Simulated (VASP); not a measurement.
Input of a VASP 6.6.1 run:

File INCAR:

```
PREC = Accurate
ENCUT = 520
EDIFF = 1E-7
ISMEAR = 0
SIGMA = 0.1
LREAL = False
LASPH = True
NELM = 80
ALGO = Normal
ISIF = 2
LWAVE = False
LCHARG = False
GGA = PE
NBANDS = 35
```

The input KPOINTS:

```
Automatic mesh
0
Gamma
  6 6 4
```

Contents of POSCAR:

```
Hf2PbO3
1.0
    5.1563661900      0.0000000000      0.0000000000
   -2.5781830900      4.4655441100      0.0000000000
    0.0000000000      0.0000000000      4.1655852600
Hf Pb O
2 1 3
Direct
    0.3333333300      0.6666666700      0.0000000000
    0.6666666700      0.3333333300      0.0000000000
    0.0000000000      0.0000000000      0.0000000000
    0.5000000000      0.0000000000      0.5000000000
    0.0000000000      0.5000000000      0.5000000000
    0.5000000000      0.5000000000      0.5000000000
```

Potentials or basis: VASP PAW PBE potentials, release 64 (Hf_pv, Pb_d, O).

The run is started by

```sh
$ cat potpaw_PBE.64/Hf_pv/POTCAR potpaw_PBE.64/Pb_d/POTCAR potpaw_PBE.64/O/POTCAR > POTCAR
$ mpirun -np 1 vasp_std > vasp.out
```

Problem. What does it give for the band gap on the k mesh?

Solution. Zero (band 26 reaches 5.48 eV, above the bottom of band 27 at 4.94 eV).

Problem. Estimate the pressure.

Solution. -13.5 GPa.

Stress tensor (GPa, compression positive):
```
 13.26   0.00   0.00
  0.00  13.26   0.00
  0.00   0.00 -66.92
```

Caveat: the k points lie up to 0.38 Å⁻¹ apart; spin-orbit coupling is left out, which moves the levels of the heavy elements.
